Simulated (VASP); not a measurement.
# Pd (Fm-3m) in VASP: a series of runs, part 2 of 2

VASP 6.6.1.

## (3) Single point, LDA

INCAR

```
SYSTEM = Pd
ALGO     = Normal         ! electronic algorithm
EDIFF    = 1E-6           ! SCF threshold, eV
ENCUT    = 520            ! plane-wave cutoff, eV
ISIF     = 2              ! what is computed and relaxed
ISMEAR   = 1              ! smearing method
LASPH    = .TRUE.         ! aspherical terms in the spheres
LCHARG   = .FALSE.        ! write CHGCAR
LREAL    = .FALSE.        ! projectors in reciprocal space
LWAVE    = .FALSE.        ! write WAVECAR
NBANDS   = 11             ! bands
NELM     = 100            ! most SCF steps
PREC     = Accurate       ! precision mode
SIGMA    = 0.03           ! smearing width, eV
```

KPOINTS

```
k-points
0
G
  14 14 14
  0 0 0
```

POSCAR

```
Pd
1.0
    0.0000000000      1.9211411165      1.9211411165
    1.9211411165      0.0000000000      1.9211411165
    1.9211411165      1.9211411165      0.0000000000
Pd
1
Direct
    0.0000000000      0.0000000000      0.0000000000
```

Potentials or basis: VASP PAW LDA potentials, release 64 (Pd).

Run with:

```bash
$ cat potpaw_LDA.64/Pd/POTCAR > POTCAR
$ mpirun -np 1 vasp_std > vasp.out
```

OUTCAR:

```text
SYSTEM = Pd
   EDIFF = 1E-6
   ENCUT = 520
   ISIF = 2
   ISMEAR = 1
   LASPH = .TRUE.
   LREAL = .FALSE.
   NELM = 100
   PREC = Accurate

 ion  position               nearest neighbor table
   1  0.000  0.000  0.000-

  LATTYP: Found a face centered cubic cell.
 ALAT       =     3.8422822330

  Lattice vectors:

 A1 = (   0.0000000000,   1.9211411165,   1.9211411165)
 A2 = (   1.9211411165,   0.0000000000,   1.9211411165)
 A3 = (   1.9211411165,   1.9211411165,   0.0000000000)

Analysis of symmetry for initial positions (statically):
[... 33 lines left out ...]
                                     Primitive cell

  volume of cell :      14.1810

  direct lattice vectors                    reciprocal lattice vectors
     0.000000000  1.921141117  1.921141117    -0.260261985  0.260261985  0.260261985
     1.921141117  0.000000000  1.921141117     0.260261985 -0.260261985  0.260261985
     1.921141117  1.921141117  0.000000000     0.260261985  0.260261985 -0.260261985

  length of vectors
     2.716903822  2.716903822  2.716903822     0.450786981  0.450786981  0.450786981

  position of ions in fractional coordinates (direct lattice)
     0.000000000  0.000000000  0.000000000

  ion indices of the primitive-cell ions
   primitive index   ion index
                 1           1

----------------------------------------------------------------------------------------

 KPOINTS: k-points

Automatic generation of k-mesh.
 Grid dimensions read from file:
 generate k-points for:   14   14   14

 Generating k-lattice:

  Cartesian coordinates                     Fractional coordinates (reciprocal lattice)
    -0.018590142  0.018590142  0.018590142     0.071428571  0.000000000  0.000000000
     0.018590142 -0.018590142  0.018590142     0.000000000  0.071428571  0.000000000
     0.018590142  0.018590142 -0.018590142     0.000000000  0.000000000  0.071428571

  Length of vectors
     0.032199070  0.032199070  0.032199070

  Shift w.r.t. Gamma in fractional coordinates (k-lattice)
     0.000000000  0.000000000  0.000000000
[... 69 lines left out ...]
   IMIX   =      4    mixing-type and parameters
     AMIX     =   0.40;   BMIX     =  1.00
     AMIX_MAG =   1.60;   BMIX_MAG =  1.00
  volume/ion in A,a.u.               =      14.18        95.70
  Fermi-wavevector in a.u.,A,eV,Ry     =   1.457154  2.753622 28.889235  2.123299
  Thomas-Fermi vector in A             =   2.573989
   LORBIT       =      0    0 simple, 1 ext, 2 COOP (PROOUT), +10 PAW based schemes
   GGA     = CA    functional components
   LHFCALC =     F    Hartree Fock is set to
   AEXX    =    0.0000 exact exchange contribution
   IVDW    =     0    specifies the selected vdW correction
   LEPSILON=     F    determine dielectric tensor
   LRPA    =     F    only Hartree local field effects (RPA)
 non-spin polarized calculation
 Methfessel and Paxton  Order N= 1 SIGMA  =   0.03
  energy-cutoff  :      520.00
  volume of cell :       14.18
 maximum number of plane-waves:       392
   NGX = 11   NGY = 11   NGZ = 11

 number of electron      10.0000005 magnetization

 Free energy of the ion-electron system (eV)
  ---------------------------------------------------
  ext. energy  EPLUGINS =         0.00000000
  ---------------------------------------------------
  free energy    TOTEN  =        -6.48220001 eV

  energy without entropy =       -6.48220231  energy(sigma->0) =       -6.48220078

 E-fermi :  10.2754     XC(G=0): -13.7593

 val. band max:       10.2748640819   @ k =   0.3571   0.2857   0.0000
 cond. band min:      10.2838153461   @ k =   0.4286   0.2143   0.0000
 fundamental gap:      0.0089512642
 Fermi energy:        10.2754191313

 k-point     1 :       0.0000    0.0000    0.0000
  band No.  band energies     occupation
      1       2.7343      2.00000
      2       7.2216      2.00000
      3       7.2216      2.00000
      4       7.2216      2.00000
      5       8.9783      2.00000
      6       8.9783      2.00000
      7      27.4191      0.00000
      8      32.3676      0.00000
      9      32.3676      0.00000
     10      32.3676      0.00000
     11      35.9005      0.00000
[... 309 lines left out ...]
 k-point    24 :       0.2857    0.1429    0.0000
  band No.  band energies     occupation
      1       4.8967      2.00000
      2       6.3993      2.00000
      3       7.5512      2.00000
      4       8.0007      2.00000
      5       9.1074      2.00000
      6       9.5868      2.00000
      7      25.9274      0.00000
      8      29.0808      0.00000
      9      30.4371      0.00000
     10      32.2607      0.00000
     11      35.8283      0.00000

 [... further k-points ...]
[... 5 lines left out ...]
  --------------------------------------------------------------------------------------
  -------------------------------------------------------------------------------------
  Total       -0.0174610     -0.0174610     -0.0174610      0.0000000      0.0000000      0.0000000
  in kB       -1.9727523     -1.9727523     -1.9727523      0.0000000      0.0000000      0.0000000
  external PRESSURE =      -1.9727523 kB  Pullay stress =       0.0000000 kB

 VOLUME and BASIS-vectors are now :
 -----------------------------------------------------------------------------
  energy-cutoff  :      520.00
  volume of cell :       14.18
      direct lattice vectors                 reciprocal lattice vectors
     0.000000000  1.921141117  1.921141117    -0.260261985  0.260261985  0.260261985
     1.921141117  0.000000000  1.921141117     0.260261985 -0.260261985  0.260261985
     1.921141117  1.921141117  0.000000000     0.260261985  0.260261985 -0.260261985

 POSITION                                       TOTAL-FORCE (eV/Angst)
 -----------------------------------------------------------------------------------
      0.00000      0.00000      0.00000        -0.000000      0.000000      0.000000
 -----------------------------------------------------------------------------------
    total drift:                                0.000000     -0.000000     -0.000000

  FREE ENERGIE OF THE ION-ELECTRON SYSTEM (eV)
  ---------------------------------------------------
  free  energy   TOTEN  =        -6.4822000098 eV

  energy  without entropy=       -6.4822023118  energy(sigma->0) =       -6.48220078
```

OSZICAR:

```text
N       E                     dE             d eps       ncg     rms          rms(c)
DAV:   1     0.423935349265E+02    0.42394E+02   -0.52336E+03  2288   0.867E+02
DAV:   2    -0.626168963799E+01   -0.48655E+02   -0.47210E+02  2577   0.185E+02
DAV:   3    -0.684422963006E+01   -0.58254E+00   -0.57174E+00  2778   0.215E+01
DAV:   4    -0.684650908989E+01   -0.22795E-02   -0.22792E-02  2800   0.142E+00
DAV:   5    -0.684653196564E+01   -0.22876E-04   -0.22876E-04  2980   0.129E-01    0.909E+00
DAV:   6    -0.650226716306E+01    0.34426E+00   -0.13653E+00  2855   0.954E+00    0.429E+00
DAV:   7    -0.648785485420E+01    0.14412E-01   -0.31542E-02  3022   0.114E+00    0.222E+00
DAV:   8    -0.648253830650E+01    0.53165E-02   -0.62740E-03  2744   0.809E-01    0.211E-01
DAV:   9    -0.648219749329E+01    0.34081E-03   -0.18154E-03  2878   0.362E-01    0.319E-02
DAV:  10    -0.648220117061E+01   -0.36773E-05   -0.75677E-06  2945   0.249E-02    0.967E-03
DAV:  11    -0.648220001181E+01    0.11588E-05   -0.67089E-06  2852   0.221E-02    0.714E-04
DAV:  12    -0.648220000975E+01    0.20580E-08   -0.39282E-08  1831   0.202E-03
   1 F= -.64822000E+01 E0= -.64822008E+01  d E =0.230207E-05
```

stdout:

```text
POSCAR found type information on POSCAR Pd
 POSCAR found :  1 types and       1 ions
 scaLAPACK will be used
 LDA part: xc-table for (Slater(with rela. corr.)+CA(PZ))
 , standard interpolation
 POSCAR, INCAR and KPOINTS ok, starting setup
 FFT: planning ... GRIDC
 FFT: planning ... GRID_SOFT
 FFT: planning ... GRID
 WAVECAR not read
 entering main loop
```

Wall time 12 s (1 thread of Intel Xeon Platinum 8259CL at 2.50GHz (Skylake/Cascade Lake), shared host); peak memory 0.13 GiB.

Results:

* Free energy: -6.4822 eV
* Pressure: -0.2 GPa
* Band gap on the k mesh: zero (band 5 reaches 10.60 eV, above the bottom of band 6 at 8.90 eV)

## (4) Single point, LDA

INCAR

```
SYSTEM = Pd
PREC     = Accurate       ! precision mode
ENCUT    = 520            ! plane-wave cutoff, eV
EDIFF    = 1E-6           ! SCF threshold, eV
ISMEAR   = 1              ! smearing method
SIGMA    = 0.1            ! smearing width, eV
LREAL    = .FALSE.        ! projectors in reciprocal space
LASPH    = .TRUE.         ! aspherical terms in the spheres
NELM     = 80             ! most SCF steps
ALGO     = Normal         ! electronic algorithm
ISIF     = 2              ! what is computed and relaxed
LWAVE    = .FALSE.        ! write WAVECAR
LCHARG   = .FALSE.        ! write CHGCAR
NBANDS   = 11             ! bands
```

KPOINTS

```
regular mesh
0
G
  14 14 14
  0 0 0
```

POSCAR is that of step 3.

Run with:

```bash
$ cat potpaw_LDA.64/Pd/POTCAR > POTCAR
$ mpirun -np 1 vasp_std > vasp.out
```

Wall time 11 s (1 thread of Intel Xeon Platinum 8259CL at 2.50GHz (Skylake/Cascade Lake), shared host); peak memory 0.12 GiB.

The run converged. Its results:

| Item | Value |
| --- | --- |
| Free energy | -6.4825 eV |
| Pressure | -0.2 GPa |
| Band gap on the k mesh | zero (band 5 reaches 10.60 eV, above the bottom of band 6 at 8.90 eV) |

Levels at points of the mesh, in eV from the Fermi level:
```tsv
k point	band 2	band 3	band 4	band 5	band 6	band 7	band 8	band 9
(0.00, 0.00, 0.00)	-3.05	-3.05	-3.05	-1.29	-1.29	17.15	22.10	22.10
(0.50, 0.00, 0.00)	-3.09	-3.09	-0.01	-0.01	0.87	7.58	16.53	21.31
(0.50, 0.50, 0.00)	-5.47	-0.02	0.33	0.33	3.26	11.14	13.29	13.29
```

## (5) Single point, LDA

INCAR

```
ALGO = Normal
EDIFF = 1E-7
ENCUT = 520
ISIF = 2
ISMEAR = 1
LASPH = True
LCHARG = False
LREAL = False
LWAVE = False
NBANDS = 11
NELM = 100
PREC = Accurate
SIGMA = 0.2
```

KPOINTS

```
k-points
0
Gamma
  14 14 14
```

POSCAR is that of step 4.

Run with:

```bash
$ cat potpaw_LDA.64/Pd/POTCAR > POTCAR
$ mpirun -np 1 vasp_std > vasp.out
```

Run time: 12 s. Hardware: 1 thread of Intel Xeon Platinum 8259CL at 2.50GHz (Skylake/Cascade Lake), shared host; peak memory 0.13 GiB.

It converged, with:

```
Free energy            : -6.4856 eV
Pressure               : -0.1 GPa
Band gap on the k mesh : zero (band 5 reaches 10.60 eV, above the bottom of band 6 at 8.90 eV)
```

Levels at points of the mesh, in eV from the Fermi level:
```csv
k point,band 2,band 3,band 4,band 5,band 6,band 7,band 8,band 9
"(0.00, 0.00, 0.00)",-3.05,-3.05,-3.05,-1.30,-1.30,17.15,22.09,22.09
"(0.50, 0.00, 0.00)",-3.10,-3.10,-0.01,-0.01,0.86,7.58,16.53,21.31
"(0.50, 0.50, 0.00)",-5.48,-0.03,0.32,0.32,3.26,11.14,13.29,13.29
```

## (6) Single point, LDA

INCAR

```
SYSTEM = Pd
ALGO = Normal ; EDIFF = 1E-7
ENCUT = 520 ; GGA = CA
ISIF = 2 ; ISMEAR = 1
LASPH = .TRUE. ; LCHARG = .FALSE.
LREAL = .FALSE. ; LWAVE = .FALSE.
NBANDS = 11 ; NELM = 60
PREC = Accurate ; SIGMA = 0.3
```

KPOINTS

```
k-points
0
G
  14 14 14
  0 0 0
```

POSCAR is that of step 5.

Potentials or basis: VASP PAW LDA potentials, release 64 (Pd).

Run with:

```bash
$ cat potpaw_LDA.64/Pd/POTCAR > POTCAR
$ mpirun -np 1 vasp_std > vasp.out
```

Wall time 11 s (1 thread of Intel Xeon Platinum 8259CL at 2.50GHz (Skylake/Cascade Lake), shared host); peak memory 0.13 GiB.

Results (log left out):

| Item | Value |
| --- | --- |
| Free energy | -6.4914 eV |
| Pressure | 0.0 GPa |
| Band gap on the k mesh | zero (band 5 reaches 10.60 eV, above the bottom of band 6 at 8.89 eV) |

Levels at points of the mesh, in eV from the Fermi level:
```
           k point  band 1  band 2  band 3  band 4  band 5  band 6  band 7  band 8  band 9  band 10
(0.00, 0.00, 0.00)   -7.55   -3.06   -3.06   -3.06   -1.31   -1.31   17.14   22.09   22.09    22.09
(0.50, 0.00, 0.00)   -5.68   -3.10   -3.10   -0.02   -0.02    0.86    7.57   16.52   21.30    21.30
(0.50, 0.50, 0.00)   -5.78   -5.48   -0.04    0.32    0.32    3.25   11.13   13.28   13.28    22.10
```

## (7) The runs side by side

| smearing | gap on the mesh (eV) | pressure (GPa) |
| --- | --- | --- |
| methfessel-paxton 0.01 eV | none | -0.2 |
| methfessel-paxton 0.03 eV | none | -0.2 |
| methfessel-paxton 0.1 eV | none | -0.2 |
| methfessel-paxton 0.2 eV | none | -0.1 |
| methfessel-paxton 0.3 eV | none | 0.0 |

Alike in all rows: task single point; level LDA; potentials or basis VASP PAW LDA potentials, release 64 (Pd); no spin polarisation; cell as given; k mesh 14 × 14 × 14; cutoff (eV) 520.

Every run on the cell as given and a fine mesh finds a metal.

Total energies depend on the potentials used, so only differences within one code and one set of settings carry meaning.
